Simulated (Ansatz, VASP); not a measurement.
# NaTi2: VASP beside Ansatz

```
Na Ti
1.0
     5.16187    0.00000    0.00000
    -2.58094    4.47031    0.00000
     0.00000    0.00000    2.61579
Na Ti
1 2
Direct
  0.00000 0.00000 0.00000
  0.33333 0.66667 0.50000
  0.66667 0.33333 0.50000
```

Alike in both runs: functional PBE; k mesh 6 × 6 × 6; occupations gaussian, width 0.1 eV; no spin polarisation.

Ansatz relaxed the structure, and its values are those at the end. VASP's run is a single point on that final structure, the one shown.

|  | VASP | Ansatz |
| --- | --- | --- |
| version | VASP 6.6.1 | Ansatz 0.2.0 |
| potentials or method | VASP PAW PBE potentials, release 64 (Na_pv, Ti_sv), cutoff 520 eV | scalar-relativistic, plane waves, PAW |
| valence electrons in the cell | 31 | 33 |

|  | VASP | Ansatz | Ansatz less VASP |
| --- | --- | --- | --- |
| gap on the k mesh at the Fermi level (eV) | none | none | - |
| pressure (GPa) | 0.0 | 0.0 | +0.03 |

A gap of «none» marks a metal or a gap that the smearing closes. VASP's potentials hold 31 valence electrons a cell and Ansatz's 33, so a difference there can come from the potentials and not from the codes.

The k mesh is coarse, so the values compare programs but aren't converged.
